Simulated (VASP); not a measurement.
## Al16Cl: single point with PBE

System: Al16Cl, a slab with vacuum.

```xyz
17
Lattice="5.7135 0.0000 0.0000 0.0000 8.0801 0.0000 0.0000 0.0000 19.7433" Properties=species:S:1:pos:R:3 pbc="T T T"
Al    1.4284    2.0200    4.0000
Al    1.4284    6.0601    4.0000
Al    4.2851    2.0200    4.0000
Al    4.2851    6.0601    4.0000
Al    0.0000    0.0000    5.4284
Al    0.0000    4.0401    5.4284
Al    2.8568    0.0000    5.4284
Al    2.8568    4.0401    5.4284
Al    1.4284    2.0200    6.9012
Al    1.4284    6.0601    6.9012
Al    4.2851    2.0200    6.9012
Al    4.2851    6.0601    6.9012
Al    0.0000    0.0000    8.2433
Al    0.0000    4.0401    8.2433
Al    2.8568    0.0000    8.2433
Al    2.8568    4.0401    8.2433
Cl    0.9523    1.2120   10.0427
```

```yaml
Program: VASP 6.6.1
Task: single point
Functional: PBE
Potentials_or_basis: VASP PAW PBE potentials, release 64 (Al, Cl)
Cutoff: 520 eV
k_mesh: 5 × 4 × 1
Occupations: gaussian, width 0.1 eV
Spin: no spin polarisation
Dipole_correction: yes
Further_INCAR_settings: LREAL = Auto; ALGO = Normal; EDIFF = 1e-07; NBANDS = 42
```

```
Largest force          : 0.574 eV/Å
Band gap on the k mesh : zero (an odd number of electrons rules out a gap without spin polarisation)
```

Forces on the atoms (eV/Å):
```
Al  -0.006 -0.049  0.192
Al   0.063 -0.009  0.171
Al   0.019 -0.018  0.223
Al  -0.052 -0.026  0.181
Al  -0.128  0.002 -0.256
Al  -0.036  0.036 -0.210
Al   0.164 -0.064 -0.234
Al   0.051  0.053 -0.223
Al   0.065  0.123 -0.311
Al   0.046  0.160  0.175
Al  -0.047 -0.060 -0.050
Al  -0.042  0.023 -0.108
Al  -0.185  0.271  0.471
Al   0.005  0.023  0.039
Al   0.336 -0.070 -0.042
Al   0.001  0.054 -0.019
Cl  -0.257 -0.449  0.000
```

Levels at points of the mesh, in eV from the Fermi level:
```csv
k point,band 26,band 27,band 28,band 29,band 30,band 31
"(0.00, 0.00, 0.00)",-0.73,-0.67,-0.50,-0.01,0.16,0.32
"(0.00, 0.50, 0.00)",-0.87,-0.84,-0.58,0.24,0.27,0.46
```

Wall time 15 min on 1 thread of Intel(R) Xeon(R) 6975P-C (Granite Rapids), with other jobs on the host, peak memory 0.85 GiB.
